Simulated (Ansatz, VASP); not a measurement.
## One calculation of HfTiS3, two programs

```xyz
5
Lattice="4.6014 0.0000 0.0000 0.0000 4.6014 0.0000 0.0000 0.0000 4.6014" Properties=species:S:1:pos:R:3 pbc="T T T"
Hf    0.0000    0.0000    0.0000
Ti    2.3007    2.3007    2.3007
S     0.0000    2.3007    2.3007
S     2.3007    0.0000    2.3007
S     2.3007    2.3007    0.0000
```

Alike in both runs: functional PBE; k mesh 4 × 4 × 4; occupations gaussian, width 0.1 eV; collinear spin.

Ansatz relaxed the structure, and its values are those at the end. VASP's run is a single point on that final structure, the one shown.

```csv
,VASP,Ansatz
version,VASP 6.6.1,Ansatz 0.2.0
potentials or method,"VASP PAW PBE potentials, release 64 (Hf_pv, Ti_sv, S), cutoff 520 eV","scalar-relativistic, plane waves, PAW"
valence electrons in the cell,40,56
```

|  | VASP | Ansatz | Ansatz less VASP |
| --- | --- | --- | --- |
| gap on the k mesh at the Fermi level (eV) | none | none | - |
| pressure (GPa) | -0.2 | 0.1 | +0.24 |
| net moment per atom (μB) | 0.00 | 0.07 | +0.072 |
| size of the moment on the site where the two differ most (μB) | 0.00 | 0.22 | +0.218 |

Site moments also hang on the region over which each program counts them. A gap of «none» marks a metal or a gap that the smearing closes. VASP's potentials hold 40 valence electrons a cell and Ansatz's 56, so a difference there can come from the potentials and not from the codes.

Neither program's run includes spin-orbit coupling.
